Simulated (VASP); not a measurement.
The system is AlGa2As3.

```
CELL_PARAMETERS angstrom
6.65800 0.00000 0.00000
-3.32900 5.76599 0.00000
0.00000 0.00000 3.60077
ATOMIC_POSITIONS crystal
Al 0.00000 0.00000 0.00000
Ga 0.33333 0.66667 0.00000
Ga 0.66667 0.33333 0.00000
As 0.50000 0.00000 0.50000
As 0.50000 0.50000 0.50000
As 0.00000 0.50000 0.50000
```

```yaml
Program: VASP 6.6.1
Task: relaxation of cell and atoms
Functional: PBE
Potentials_or_basis: VASP PAW PBE potentials, release 64 (Al, Ga_d, As)
Cutoff: 600 eV
k_mesh: 6 × 6 × 10
Occupations: gaussian, width 0.1 eV
Spin: no spin polarisation
```

At the start: pressure 0.5 GPa; volume 23.04 Å³/atom.

Q: How do energy, volume and symmetry change on relaxing?

A: Over 11 steps the energy falls by 20.3 meV/atom and the volume is 22.95 Å³/atom (-0.4 %); space group P6/mmm (No. 191, to 0.05 Å).

Step by step:
```tsv
step	energy change (eV)	largest force (eV/Å)	pressure (GPa)	volume (Å³)
1	0.0000	0.0000	0.54	138.23
2	-0.0311	0.0000	-0.14	139.76
3	-0.0685	0.0000	-1.89	144.25
4	-0.0787	0.0000	-1.85	143.95
5	-0.0882	0.0000	-1.82	143.42
6	-0.0893	0.0000	-1.79	143.21
7	-0.1039	0.0000	-1.35	141.74
8	-0.1214	0.0000	0.08	137.45
9	-0.1215	0.0000	-0.07	137.71
10	-0.1215	0.0000	0.07	137.60
11	-0.1215	0.0000	-0.01	137.69
```

Final structure:
```cif
data_structure
_symmetry_space_group_name_H-M 'P 1'
_symmetry_Int_Tables_number 1
_cell_length_a 6.4328
_cell_length_b 6.4328
_cell_length_c 3.8421
_cell_angle_alpha 90.000
_cell_angle_beta 90.000
_cell_angle_gamma 120.000
_cell_volume 137.69
loop_
_atom_site_label
_atom_site_type_symbol
_atom_site_fract_x
_atom_site_fract_y
_atom_site_fract_z
_atom_site_occupancy
Al1 Al 0.00000 0.00000 0.00000 1
Ga1 Ga 0.33333 0.66667 0.00000 1
Ga2 Ga 0.66667 0.33333 0.00000 1
As1 As 0.50000 0.00000 0.50000 1
As2 As 0.50000 0.50000 0.50000 1
As3 As 0.00000 0.50000 0.50000 1
```
